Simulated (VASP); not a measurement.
# Pd (Im-3m) in VASP: a series of runs

The runs below take Pd through single point, with PBE.

Everything below comes from runs of VASP 6.6.1. Logs are shortened: lines on timing, memory, paths and dates and some standing lists are left out, and cuts for length are marked.

### Step 1. The cell of the first run

The structure is cubic, space group Im-3m (No. 229). The conventional cell has a = 3.145 Å, b = 3.145 Å, c = 3.145 Å, α = 90.00°, β = 90.00°, γ = 90.00°. Pd (site symmetry m-3m) has 14 Pd at 2.72 to 3.14 Å within 3.6 Å.

### Step 2. Single point, PBE

INCAR reads:

```
SYSTEM = Pd
ALGO = Normal
EDIFF = 1E-6
ENCUT = 520
GGA = PE
ISIF = 2
ISMEAR = 0
LASPH = .True.
LCHARG = .False.
LREAL = .False.
LWAVE = .False.
NBANDS = 11
NELM = 80
PREC = Accurate
SIGMA = 0.020999999999999998
```

KPOINTS reads:

```
k-points
0
Gamma
  12 12 12
  0 0 0
```

POSCAR reads:

```
Pd
1.0
   -1.5722810000      1.5722810000      1.5722810000
    1.5722810000     -1.5722810000      1.5722810000
    1.5722810000      1.5722810000     -1.5722810000
Pd
1
Direct
    0.0000000000      0.0000000000      0.0000000000
```

Potentials or basis: VASP PAW PBE potentials, release 64 (Pd).

Command:

```sh
> cat potpaw_PBE.64/Pd/POTCAR > POTCAR
> mpirun -np 1 vasp_std > vasp.out
```

OUTCAR:

```text
SYSTEM = Pd
   EDIFF = 1E-6
   ENCUT = 520
   GGA = PE
   ISIF = 2
   ISMEAR = 0
   LASPH = .True.
   LREAL = .False.
   NELM = 80
   PREC = Accurate

 ion  position               nearest neighbor table
   1  0.000  0.000  0.000-

  LATTYP: Found a body centered cubic cell.
 ALAT       =     3.1445620000

  Lattice vectors:

 A1 = (  -1.5722810000,   1.5722810000,   1.5722810000)
 A2 = (   1.5722810000,  -1.5722810000,   1.5722810000)
 A3 = (   1.5722810000,   1.5722810000,  -1.5722810000)

Analysis of symmetry for initial positions (statically):
=====================================================================
 Subroutine PRICEL returns:
 Original cell was already a primitive cell.

 Routine SETGRP: Setting up the symmetry group for a
 body centered cubic supercell.

 Subroutine GETGRP returns: Found 48 space group operations
[... 9 lines left out ...]

 Routine SETGRP: Setting up the symmetry group for a
 body centered cubic supercell.

 Subroutine GETGRP returns: Found 48 space group operations
[... 11 lines left out ...]
                                     Primitive cell

  volume of cell :      15.5471

  direct lattice vectors                    reciprocal lattice vectors
    -1.572281000  1.572281000  1.572281000     0.000000000  0.318009313  0.318009313
     1.572281000 -1.572281000  1.572281000     0.318009313  0.000000000  0.318009313
     1.572281000  1.572281000 -1.572281000     0.318009313  0.318009313  0.000000000

  length of vectors
     2.723270576  2.723270576  2.723270576     0.449733083  0.449733083  0.449733083

  position of ions in fractional coordinates (direct lattice)
     0.000000000  0.000000000  0.000000000

  ion indices of the primitive-cell ions
   primitive index   ion index
                 1           1

----------------------------------------------------------------------------------------

 KPOINTS: k-points

Automatic generation of k-mesh.
 Grid dimensions read from file:
 generate k-points for:   12   12   12

 Generating k-lattice:

  Cartesian coordinates                     Fractional coordinates (reciprocal lattice)
     0.000000000  0.026500776  0.026500776     0.083333333  0.000000000  0.000000000
     0.026500776  0.000000000  0.026500776     0.000000000  0.083333333  0.000000000
     0.026500776  0.026500776  0.000000000     0.000000000  0.000000000  0.083333333

  Length of vectors
     0.037477757  0.037477757  0.037477757

  Shift w.r.t. Gamma in fractional coordinates (k-lattice)
     0.000000000  0.000000000  0.000000000

 Subroutine IBZKPT returns following result:
 ===========================================

 Found     72 irreducible k-points:

 Following reciprocal coordinates:
            Coordinates               Weight
  0.000000  0.000000  0.000000      1.000000
  0.083333  0.000000  0.000000     12.000000
  0.166667  0.000000  0.000000     12.000000
  0.250000  0.000000  0.000000     12.000000
  0.333333  0.000000  0.000000     12.000000
  0.416667  0.000000  0.000000     12.000000
[... 16 lines left out ...]
  0.333333  0.083333  0.083333     24.000000
  0.416667  0.083333  0.083333     12.000000
 [... further k-points ...]
   k-points           NKPTS =     72   k-points in BZ     NKDIM =     72   number of bands    NBANDS=     11
   number of dos      NEDOS =    301   number of ions     NIONS =      1
   total plane-waves  NPLWV =   8000
   dimension x,y,z NGX =    20 NGY =   20 NGZ =   20
   dimension x,y,z NGXF=    40 NGYF=   40 NGZF=   40
   ions per type =               1
   NGX,Y,Z   is equivalent  to a cutoff of  12.21, 12.21, 12.21 a.u.
   NGXF,Y,Z  is equivalent  to a cutoff of  24.42, 24.42, 24.42 a.u.
 SYSTEM =  Pd
   PREC   = accura    normal or accurate (medium, high low for compatibility)
   ISTART =      0    job   : 0-new  1-cont  2-samecut
   ICHARG =      2    charge: 1-file 2-atom 10-const
   ISPIN  =      1    spin polarized calculation?
   LNONCOLLINEAR =      F non collinear calculations
   LSORBIT =      F    spin-orbit coupling
   LASPH  =      T    aspherical Exc in radial PAW
   ENCUT  =  520.0 eV  38.22 Ry    6.18 a.u.   5.06  5.06  5.06*2*pi/ulx,y,z
   NELM   =     80;   NELMIN=  2; NELMDL= -5     # of ELM steps
   EDIFF  = 0.1E-05   stopping-criterion for ELM
   LREAL  =      F    real-space projection
   EDIFFG = 0.1E-04   stopping-criterion for IOM
   NSW    =      0    number of steps for IOM
   IBRION =     -1    ionic relax: 0-MD 1-quasi-New 2-CG
   NFREE  =      0    steps in history (QN), initial steepest desc. (CG)
   ISIF   =      2    stress and relaxation
   ISYM   =      2    0-nonsym 1-usesym 2-fastsym
   POTIM  = 0.5000    time-step for ionic-motion
   TEBEG  =    0.0;   TEEND  =   0.0 temperature during run
   PSTRESS=    0.0 pullay stress
   NELECT =      10.0000    total number of electrons
   NUPDOWN=      -1.0000    fix difference up-down
   EMIN   =  10.00;   EMAX   =-10.00  energy-range for DOS
   EFERMI =   0.00;   METHOD = LEGACY
   ISMEAR =     0;   SIGMA  =   0.02  broadening in eV -4-tet -1-fermi 0-gaus
   EFERMI_NEDOS =   21; number of points for ismear=-14 and -15
   IALGO  =     38    algorithm
   IMIX   =      4    mixing-type and parameters
     AMIX     =   0.40;   BMIX     =  1.00
     AMIX_MAG =   1.60;   BMIX_MAG =  1.00
  volume/ion in A,a.u.               =      15.55       104.92
  Fermi-wavevector in a.u.,A,eV,Ry     =   1.413160  2.670485 27.171123  1.997021
  Thomas-Fermi vector in A             =   2.534834
   LORBIT       =      0    0 simple, 1 ext, 2 COOP (PROOUT), +10 PAW based schemes
   GGA     = PE    functional components
   LHFCALC =     F    Hartree Fock is set to
   AEXX    =    0.0000 exact exchange contribution
   IVDW    =     0    specifies the selected vdW correction
   LEPSILON=     F    determine dielectric tensor
   LRPA    =     F    only Hartree local field effects (RPA)
 non-spin polarized calculation
 Gauss-broadening in eV      SIGMA  =   0.02
  energy-cutoff  :      520.00
  volume of cell :       15.55
 maximum number of plane-waves:       430
   NGX = 11   NGY = 11   NGZ = 11

 number of electron      10.0000005 magnetization

 Free energy of the ion-electron system (eV)
  ---------------------------------------------------
  ext. energy  EPLUGINS =         0.00000000
  ---------------------------------------------------
  free energy    TOTEN  =        -5.17532716 eV

  energy without entropy =       -5.17477572  energy(sigma->0) =       -5.17505144

 E-fermi :   8.8842     XC(G=0): -12.8541

 val. band max:        8.8783788220   @ k =  -0.4167   0.4167   0.3333
 cond. band min:       8.8889013780   @ k =  -0.4167   0.4167   0.4167
 fundamental gap:      0.0105225560
 Fermi energy:         8.8842344454

 k-point     1 :       0.0000    0.0000    0.0000
  band No.  band energies     occupation
      1       2.1889      2.00000
      2       6.1908      2.00000
      3       6.1908      2.00000
      4       6.1908      2.00000
      5       8.0314      2.00000
      6       8.0314      2.00000
      7      28.1922      0.00000
      8      28.1922      0.00000
      9      28.1922      0.00000
     10      36.1420      0.00000
     11      36.2088      0.00000

 k-point     2 :       0.0833    0.0000    0.0000
  band No.  band energies     occupation
      1       2.4420      2.00000
      2       6.1086      2.00000
      3       6.1944      2.00000
      4       6.3664      2.00000
      5       7.9388      2.00000
      6       8.0378      2.00000
      7      27.9611      0.00000
      8      28.2011      0.00000
      9      28.4832      0.00000
     10      34.2514      0.00000
     11      34.8525      0.00000

 k-point     3 :       0.1667    0.0000    0.0000
  band No.  band energies     occupation
      1       3.1320      2.00000
      2       5.8908      2.00000
      3       6.2095      2.00000
      4       6.8688      2.00000
      5       7.7743      2.00000
      6       8.0605      2.00000
      7      26.6781      0.00000
      8      27.7705      0.00000
      9      29.2836      0.00000
     10      33.1970      0.00000
     11      33.2373      0.00000

 k-point     4 :       0.2500    0.0000    0.0000
  band No.  band energies     occupation
      1       3.9198      2.00000
      2       5.6075      2.00000
      3       6.4689      2.00000
      4       7.6208      2.00000
      5       7.7322      2.00000
      6       8.1051      2.00000
      7      23.9742      0.00000
      8      26.5318      0.00000
      9      30.3865      0.00000
     10      30.9237      0.00000
     11      32.8879      0.00000

 k-point     5 :       0.3333    0.0000    0.0000
  band No.  band energies     occupation
      1       4.1827      2.00000
      2       5.3389      2.00000
      3       7.5393      2.00000
      4       7.8834      2.00000
      5       8.1660      2.00000
      6       8.4724      2.00000
      7      20.7755      0.00000
      8      25.1963      0.00000
      9      28.5548      0.00000
     10      31.4886      0.00000
     11      33.1900      0.00000
[... 211 lines left out ...]
 k-point    21 :       0.1667    0.0833    0.0833
  band No.  band energies     occupation
      1       4.3626      2.00000
      2       5.5514      2.00000
      3       5.8122      2.00000
      4       7.8601      2.00000
      5       8.0587      2.00000
      6       8.5088      2.00000
      7      24.1507      0.00000
      8      25.4042      0.00000
      9      26.9827      0.00000
     10      30.4593      0.00000
     11      35.5535      0.00000

 k-point    22 :       0.2500    0.0833    0.0833
  band No.  band energies     occupation
      1       4.5985      2.00000
      2       5.3051      2.00000
      3       6.5065      2.00000
      4       7.9122      2.00000
      5       8.1634      2.00000
      6       9.8306      0.00000
      7      20.9407      0.00000
      8      24.2679      0.00000
      9      25.4401      0.00000
     10      31.6713      0.00000
     11      35.4753      0.00000

 k-point    23 :       0.3333    0.0833    0.0833
  band No.  band energies     occupation
      1       4.4498      2.00000
      2       5.1433      2.00000
      3       7.4931      2.00000
      4       8.0005      2.00000
      5       8.2316      2.00000
      6      11.3784      0.00000
      7      17.9854      0.00000
      8      23.4794      0.00000
      9      24.3767      0.00000
     10      32.6257      0.00000
     11      35.4113      0.00000

 k-point    24 :       0.4167    0.0833    0.0833
  band No.  band energies     occupation
      1       4.3710      2.00000
      2       5.0871      2.00000
      3       7.9240      2.00000
      4       8.0374      2.00000
      5       8.2558      2.00000
      6      12.4234      0.00000
      7      16.4286      0.00000
      8      23.1998      0.00000
      9      23.9695      0.00000
     10      32.9727      0.00000
     11      35.4069      0.00000

 [... further k-points ...]
[... 5 lines left out ...]
  --------------------------------------------------------------------------------------
  -------------------------------------------------------------------------------------
  Total       -0.1480844     -0.1480844     -0.1480844      0.0000000      0.0000000     -0.0000000
  in kB      -15.2605213    -15.2605213    -15.2605213      0.0000000      0.0000000     -0.0000000
  external PRESSURE =     -15.2605213 kB  Pullay stress =       0.0000000 kB

 VOLUME and BASIS-vectors are now :
 -----------------------------------------------------------------------------
  energy-cutoff  :      520.00
  volume of cell :       15.55
      direct lattice vectors                 reciprocal lattice vectors
    -1.572281000  1.572281000  1.572281000     0.000000000  0.318009313  0.318009313
     1.572281000 -1.572281000  1.572281000     0.318009313  0.000000000  0.318009313
     1.572281000  1.572281000 -1.572281000     0.318009313  0.318009313  0.000000000

 POSITION                                       TOTAL-FORCE (eV/Angst)
 -----------------------------------------------------------------------------------
      0.00000      0.00000      0.00000         0.000000      0.000000     -0.000000
 -----------------------------------------------------------------------------------
    total drift:                                0.000000     -0.000000      0.000000

  FREE ENERGIE OF THE ION-ELECTRON SYSTEM (eV)
  ---------------------------------------------------
  free  energy   TOTEN  =        -5.1753271639 eV

  energy  without entropy=       -5.1747757212  energy(sigma->0) =       -5.17505144
```

Run time: 5.4 s. Hardware: 1 thread of AMD EPYC 9R45 (Zen 5), shared host; peak memory 0.1 GiB.

Results:

* Free energy: -5.1753 eV
* Pressure: -1.5 GPa
* Band gap on the k mesh: zero (band 5 reaches 9.47 eV, above the bottom of band 6 at 7.93 eV)

### Step 3. Single point, PBE

INCAR reads:

```
PREC = Accurate
ENCUT = 520
EDIFF = 1E-6
ISMEAR = 0
SIGMA = 0.022
LREAL = False
LASPH = True
NELM = 100
ALGO = Normal
ISIF = 2
LWAVE = False
LCHARG = False
GGA = PE
NBANDS = 11
```

KPOINTS reads:

```
regular mesh
0
Gamma
  12 12 12
```

POSCAR is that of step 2.

Potentials or basis: VASP PAW PBE potentials, release 64 (Pd).

Command:

```sh
> cat potpaw_PBE.64/Pd/POTCAR > POTCAR
> mpirun -np 1 vasp_std > vasp.out
```

Run time: 5.4 s. Hardware: 1 thread of AMD EPYC 9R45 (Zen 5), shared host; peak memory 0.1 GiB.

Results (log left out):

* Free energy: -5.1754 eV
* Pressure: -1.5 GPa
* Band gap on the k mesh: zero (band 5 reaches 9.47 eV, above the bottom of band 6 at 7.93 eV)

Levels at points of the mesh, in eV from the Fermi level:
| k point | band 2 | band 3 | band 4 | band 5 | band 6 | band 7 | band 8 | band 9 |
| --- | --- | --- | --- | --- | --- | --- | --- | --- |
| (0.00, 0.00, 0.00) | -2.69 | -2.69 | -2.69 | -0.85 | -0.85 | 19.31 | 19.31 | 19.31 |
| (0.50, 0.00, 0.00) | -3.80 | -0.92 | -0.64 | 0.58 | 1.54 | 7.57 | 15.06 | 17.40 |
| (0.50, 0.50, 0.50) | -4.79 | 0.23 | 0.23 | 0.23 | 9.09 | 9.09 | 9.09 | 16.95 |
